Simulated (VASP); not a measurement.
# Al2Cu (I4/mcm) in VASP: vibrations by perturbation theory with LDA

Aim: the vibrations by perturbation theory of Al2Cu with LDA.

Everything below comes from runs of VASP 6.6.1. Logs are shortened: lines on timing, memory, paths and dates and some standing lists are left out, and cuts for length are marked.

## 1. The cell of the first run

It takes space group I4/mcm (No. 140, tetragonal). Conventional cell: a = 5.952 Å, b = 5.952 Å, c = 4.758 Å, α = 90.00°, β = 90.00°, γ = 90.00°. Within 3.3 Å of Al (site symmetry m2m) lie 4 Cu at 2.54 Å and 11 Al at 2.68 to 3.17 Å. Within 3.1 Å of Cu (site symmetry 422) lie 2 Cu at 2.38 Å and 8 Al at 2.54 Å.

## 2. Vibrations by perturbation theory, LDA

Contents of INCAR:

```
SYSTEM = Al2Cu
ALGO = Normal ; EDIFF = 1E-8
ENCUT = 520 ; IBRION = 8
ISIF = 2 ; ISMEAR = -1
LASPH = .TRUE. ; LCHARG = .TRUE.
LREAL = .FALSE. ; LWAVE = .FALSE.
NELM = 80 ; NSW = 1
PREC = Accurate ; SIGMA = 0.15
```

Contents of KPOINTS:

```
k-points
0
G
  8 8 8
  0 0 0
```

Contents of POSCAR:

```
Al2Cu
1.0
   -2.9760345080      2.9760345080      2.3789138289
    2.9760345080     -2.9760345080      2.3789138289
    2.9760345080      2.9760345080     -2.3789138289
Al Cu
4 2
Direct
    0.3409401256      0.1590598744      0.5000000000
    0.1590598744      0.6590598744      0.8181197488
    0.8409401256      0.3409401256      0.1818802512
    0.6590598744      0.8409401256      0.5000000000
    0.7500000000      0.7500000000      0.0000000000
    0.2500000000      0.2500000000      0.0000000000
```

Potentials or basis: VASP PAW LDA potentials, release 64 (Al, Cu).

Started as:

```sh
$ cat potpaw_LDA.64/Al/POTCAR potpaw_LDA.64/Cu/POTCAR > POTCAR
$ mpirun -np 1 vasp_std > vasp.out
```

OUTCAR:

```text
SYSTEM = Al2Cu
   EDIFF = 1E-8
   ENCUT = 520
   IBRION = 8
   ISIF = 2
   ISMEAR = -1
   LASPH = .TRUE.
   LREAL = .FALSE.
   NELM = 80
   NSW = 1
   PREC = Accurate

 ion  position               nearest neighbor table
   1  0.341  0.159  0.500-   5 2.54   6 2.54   6 2.54   5 2.54   4 2.68   4 2.83   4 2.83   2 3.04
                             3 3.04   2 3.04   3 3.04   3 3.17   2 3.17   3 3.17   2 3.17
   2  0.159  0.659  0.818-   5 2.54   6 2.54   5 2.54   6 2.54   3 2.68   3 2.83   3 2.83   4 3.04
                             1 3.04   1 3.04   4 3.04   1 3.17   4 3.17   1 3.17   4 3.17
   3  0.841  0.341  0.182-   5 2.54   6 2.54   5 2.54   6 2.54   2 2.68   2 2.83   2 2.83   4 3.04
                             1 3.04   1 3.04   4 3.04   1 3.17   4 3.17   1 3.17   4 3.17
   4  0.659  0.841  0.500-   6 2.54   5 2.54   5 2.54   6 2.54   1 2.68   1 2.83   1 2.83   2 3.04
                             3 3.04   2 3.04   3 3.04   3 3.17   2 3.17   2 3.17   3 3.17
   5  0.750  0.750  0.000-   6 2.38   6 2.38   2 2.54   3 2.54   4 2.54   1 2.54   4 2.54   1 2.54
                             2 2.54   3 2.54
   6  0.250  0.250  0.000-   5 2.38   5 2.38   1 2.54   2 2.54   3 2.54   3 2.54   1 2.54   2 2.54
                             4 2.54   4 2.54

  LATTYP: Found a body centered tetragonal cell.
 ALAT       =     5.9520690160
 C/A-ratio  =     0.7993569371

  Lattice vectors:

 A1 = (  -2.9760345080,   2.9760345080,   2.3789138289)
 A2 = (   2.9760345080,  -2.9760345080,   2.3789138289)
 A3 = (   2.9760345080,   2.9760345080,  -2.3789138289)

Analysis of symmetry for initial positions (statically):
=====================================================================
 Subroutine PRICEL returns:
 Original cell was already a primitive cell.

 Routine SETGRP: Setting up the symmetry group for a
 body centered tetragonal supercell.

 Subroutine GETGRP returns: Found 16 space group operations
 (whereof  8 operations were pure point group operations)
 out of a pool of 16 trial point group operations.

The static configuration has the point symmetry C_4h.
 The point group associated with its full space group is D_4h.

Analysis of symmetry for dynamics (positions and initial velocities):
=====================================================================
 Subroutine PRICEL returns:
 Original cell was already a primitive cell.

 Routine SETGRP: Setting up the symmetry group for a
 body centered tetragonal supercell.

 Subroutine GETGRP returns: Found 16 space group operations
 (whereof  8 operations were pure point group operations)
 out of a pool of 16 trial point group operations.

The dynamic configuration has the point symmetry C_4h.
 The point group associated with its full space group is D_4h.

 Subroutine INISYM returns: Found 16 space group operations
 (whereof  8 operations are pure point group operations),
 and found     1 'primitive' translations

[... 758 lines left out ...]
      3.92277      0.94674     -0.00000        -0.002551     -0.002551      0.000000
     -0.94674      2.02930      2.37891         0.002551      0.002551      0.000000
      2.02930      0.94674      2.37891         0.002551     -0.002551     -0.000000
      0.00000      0.00000      3.56837         0.000000      0.000000     -0.000000
      0.00000      0.00000      1.18946        -0.000000      0.000000     -0.000000
 -----------------------------------------------------------------------------------
    total drift:                                0.000000     -0.000000      0.000000

  FREE ENERGIE OF THE ION-ELECTRON SYSTEM (eV)
  ---------------------------------------------------
  free  energy   TOTEN  =       -27.3413288687 eV

  energy  without entropy=      -27.1880131920  energy(sigma->0) =      -27.26467103

[... ionic steps 2 to 15 ...]

--------------------------------------- Ionic step       16  -------------------------------------------

------------------------ aborting loop because EDIFF is reached ----------------------------------------

[... ionic steps 17 to 17 ...]

--------------------------------------- Ionic step       18  -------------------------------------------

 Free energy of the ion-electron system (eV)
  ---------------------------------------------------
  ---------------------------------------------------
  free energy    TOTEN  =        -0.24438715 eV

  energy without entropy =       -0.24438716

------------------------ aborting loop because EDIFF is reached ----------------------------------------

 INTERNAL STRAIN TENSOR  FOR ION    5  DIRECTION 3   (eV/Angst):
 -----------------------------------------------------------------------------
    -0.00232 -0.01982  0.00000
     0.01982 -0.00232 -0.00000
     0.00000 -0.00000  0.00879

 INTERNAL STRAIN TENSOR FOR ION    6 for displacements in x,y,z  (eV/Angst):
          X           Y           Z          XY          YZ          ZX
  --------------------------------------------------------------------------------
  x     0.00000     0.00000     0.00000     0.00000     0.38984     0.00000
  y    -0.00000     0.00000    -0.00000     0.00000     0.00000    -0.39247
  z    -0.00000    -0.00000     0.00000    -0.01982     0.00000     0.00000

 SECOND DERIVATIVES (NOT SYMMETRIZED)
 ------------------------------------
               1X          1Y          1Z          2X          2Y          2Z          3X          3Y          3Z          4X          4Y          4Z          5X          5Y          5Z          6X          6Y          6Z
  1X    -5.841973   -0.820518    0.000000    0.517926   -0.102768    0.000000    0.415863    0.105232   -0.000000    1.579948   -1.627562    0.000000    1.664117    1.222808    1.100768    1.664117    1.222808   -1.100768
  1Y    -0.820518   -5.841973    0.000000    0.105232    0.415863    0.000000   -0.102768    0.517926    0.000000   -1.627562    1.579948    0.000000    1.222808    1.664117    1.100768    1.222808    1.664117   -1.100768
  1Z    -0.000000    0.000000   -4.718604   -0.000000   -0.000000    0.397728    0.000000    0.000000    0.397728    0.000000   -0.000000    1.905804    0.727541    0.727541    1.008671   -0.727541   -0.727541    1.008671
  2X     0.517926    0.102768    0.000000   -5.841973    0.820518    0.000000    1.579948    1.627562    0.000000    0.415863   -0.105232   -0.000000    1.664117   -1.222808   -1.100768    1.664117   -1.222808    1.100768
  2Y    -0.105232    0.415863   -0.000000    0.820518   -5.841973    0.000000    1.627562    1.579948   -0.000000    0.102768    0.517926    0.000000   -1.222808    1.664117    1.100768   -1.222808    1.664117   -1.100768
  2Z    -0.000000    0.000000    0.397728   -0.000000   -0.000000   -4.718604    0.000000    0.000000    1.905804    0.000000    0.000000    0.397728   -0.727541    0.727541    1.008671    0.727541   -0.727541    1.008671
  3X     0.415863   -0.105232   -0.000000    1.579948    1.627562    0.000000   -5.841973    0.820518    0.000000    0.517926    0.102768    0.000000    1.664117   -1.222808    1.100768    1.664117   -1.222808   -1.100768
  3Y     0.102768    0.517926    0.000000    1.627562    1.579948   -0.000000    0.820518   -5.841973    0.000000   -0.105232    0.415863   -0.000000   -1.222808    1.664117   -1.100768   -1.222808    1.664117    1.100768
  3Z     0.000000    0.000000    0.397728    0.000000    0.000000    1.905804   -0.000000   -0.000000   -4.718604   -0.000000    0.000000    0.397728    0.727541   -0.727541    1.008671   -0.727541    0.727541    1.008671
  4X     1.579948   -1.627562    0.000000    0.415863    0.105232   -0.000000    0.517926   -0.102768    0.000000   -5.841973   -0.820518    0.000000    1.664117    1.222808   -1.100768    1.664117    1.222808    1.100768
  4Y    -1.627562    1.579948    0.000000   -0.102768    0.517926    0.000000    0.105232    0.415863    0.000000   -0.820518   -5.841973    0.000000    1.222808    1.664117   -1.100768    1.222808    1.664117    1.100768
  4Z     0.000000   -0.000000    1.905804    0.000000    0.000000    0.397728   -0.000000   -0.000000    0.397728   -0.000000    0.000000   -4.718604   -0.727541   -0.727541    1.008671    0.727541    0.727541    1.008671
  5X     1.687719    1.220953    0.726258    1.687719   -1.220953   -0.726258    1.687719   -1.220953    0.726258    1.687719    1.220953   -0.726258   -6.438285    0.000000    0.000000   -0.312589    0.000000    0.000000
  5Y     1.220953    1.687719    0.726258   -1.220953    1.687719    0.726258   -1.220953    1.687719   -0.726258    1.220953    1.687719   -0.726258    0.000000   -6.438285    0.000000   -0.000000   -0.312589   -0.000000
  5Z     1.102415    1.102415    1.031925   -1.102415    1.102415    1.031925    1.102415   -1.102415    1.031925   -1.102415   -1.102415    1.031925    0.000000    0.000000  -12.716651    0.000000    0.000000    8.588949
  6X     1.687719    1.220953   -0.726258    1.687719   -1.220953    0.726258    1.687719   -1.220953   -0.726258    1.687719    1.220953    0.726258   -0.312589    0.000000    0.000000   -6.438285    0.000000    0.000000
  6Y     1.220953    1.687719   -0.726258   -1.220953    1.687719   -0.726258   -1.220953    1.687719    0.726258    1.220953    1.687719    0.726258   -0.000000   -0.312589   -0.000000    0.000000   -6.438285    0.000000
  6Z    -1.102415   -1.102415    1.031925    1.102415   -1.102415    1.031925   -1.102415    1.102415    1.031925    1.102415    1.102415    1.031925    0.000000    0.000000    8.588949    0.000000    0.000000  -12.716651

 Eigenvectors and eigenvalues of the dynamical matrix
 ----------------------------------------------------

   1 f  =   10.003035 THz    62.850920 2PiTHz  333.665318 cm-1    41.369208 meV
             X         Y         Z           dx          dy          dz
      0.946735  2.029299  0.000000    -0.202097   -0.202097    0.000000
      3.922770  0.946735 -0.000000     0.202097   -0.202097   -0.000000
     -0.946735  2.029299  2.378914    -0.202097    0.202097    0.000000
      2.029299  0.946735  2.378914     0.202097    0.202097    0.000000
      0.000000  0.000000  3.568371     0.000000   -0.000000    0.580195
      0.000000  0.000000  1.189457    -0.000000   -0.000000   -0.580195
[... 145 lines left out ...]
  18 f/i=    0.035473 THz     0.222882 2PiTHz    1.183245 cm-1     0.146704 meV
             X         Y         Z           dx          dy          dz
      0.946735  2.029299  0.000000    -0.221544   -0.256377   -0.000000
      3.922770  0.946735 -0.000000    -0.224782   -0.259180   -0.000000
     -0.946735  2.029299  2.378914    -0.224782   -0.259180   -0.000000
      2.029299  0.946735  2.378914    -0.221544   -0.256377   -0.000000
      0.000000  0.000000  3.568371    -0.338513   -0.391021   -0.000000
      0.000000  0.000000  1.189457    -0.338513   -0.391021   -0.000000

--------------------------------------------------------------------------------------------------------

 ELASTIC MODULI CONTR FROM IONIC RELAXATION (kBar)
 Direction    XX          YY          ZZ          XY          YZ          ZX
 --------------------------------------------------------------------------------
 XX        -174.6214    162.7620     28.4164     -0.0000     -0.0000      0.0000
 YY         162.7620   -174.6214     28.4164      0.0000      0.0000     -0.0000
 ZZ          28.4164     28.4164   -136.1785     -0.0000      0.0000      0.0000
 XY          -0.0000      0.0000     -0.0000   -134.9632     -0.0000     -0.0000
 YZ          -0.0000      0.0000      0.0000     -0.0000   -132.4447     -0.0000
 ZX           0.0000     -0.0000      0.0000     -0.0000     -0.0000   -126.5385
 --------------------------------------------------------------------------------
```

Run time: 27 min. Hardware: 1 thread of Oxide Virtual Turin-like, shared host; peak memory 0.59 GiB.

Results:

```yaml
Highest_phonon_frequency_at_Γ: 334 cm⁻¹
```

Phonon frequencies in cm⁻¹ (negative: imaginary):
```tsv
q point	frequencies
(0.000, 0.000, 0.000)	-1 -1 -1 149 149 153 153 191 195 223 252 266 266 286 290 302 302 334
```
